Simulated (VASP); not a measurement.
**KCd2P2: single point with r2SCAN**

Crystal: KCd2P2.

```
K Cd P
1.0
     4.35886    0.00000    0.00000
    -2.17943    3.77489    0.00000
     0.00000    0.00000    8.00690
K Cd P
1 2 2
Cartesian
  0.0000 0.0000 0.0000
  0.0000 2.5166 5.0318
  2.1794 1.2583 2.9751
  0.0000 2.5166 2.2635
  2.1794 1.2583 5.7434
```

* Program: VASP 6.6.1
* Task: single point
* Functional: r2SCAN
* Potentials or basis: VASP PAW PBE potentials, release 64 (K_sv, Cd, P)
* Cutoff: 520 eV
* k mesh: 12 × 12 × 6
* Occupations: gaussian, width 0.1 eV
* Spin: no spin polarisation
* Dipole correction: no
* Further INCAR settings: ALGO = Normal; EDIFF = 1e-06; NBANDS = 30

```json
{
  "Pressure": "-0.9 GPa",
  "Largest force": "0.060 eV/Å",
  "Band gap on the k mesh": "zero (an odd number of electrons rules out a gap without spin polarisation)"
}
```

Forces in eV/Å, atoms in the order of the input:
```
K    0.000  0.000  0.000
Cd   0.000  0.000 -0.001
Cd   0.000  0.000  0.001
P    0.000  0.000  0.060
P    0.000  0.000 -0.060
```

Levels at points of the mesh, in eV from the Fermi level:
| k point | band 20 | band 21 | band 22 | band 23 | band 24 | band 25 |
| --- | --- | --- | --- | --- | --- | --- |
| (0.00, 0.00, 0.00) | 0.42 | 0.70 | 0.70 | 2.01 | 2.15 | 4.41 |
| (0.50, 0.00, 0.00) | -1.35 | -0.58 | -0.33 | 2.84 | 3.87 | 4.30 |
| (0.00, 0.00, 0.50) | 0.04 | 0.56 | 0.56 | 2.19 | 2.78 | 4.79 |
| (0.50, 0.00, 0.50) | -1.39 | -0.26 | -0.22 | 3.12 | 3.58 | 3.79 |

Run time: 39 min on 1 thread of Intel Xeon 8259CL, with other jobs on the host, peak memory 0.48 GiB.

Caveat: the PAW data sets were made with another functional, which shifts forces and pressure a little.
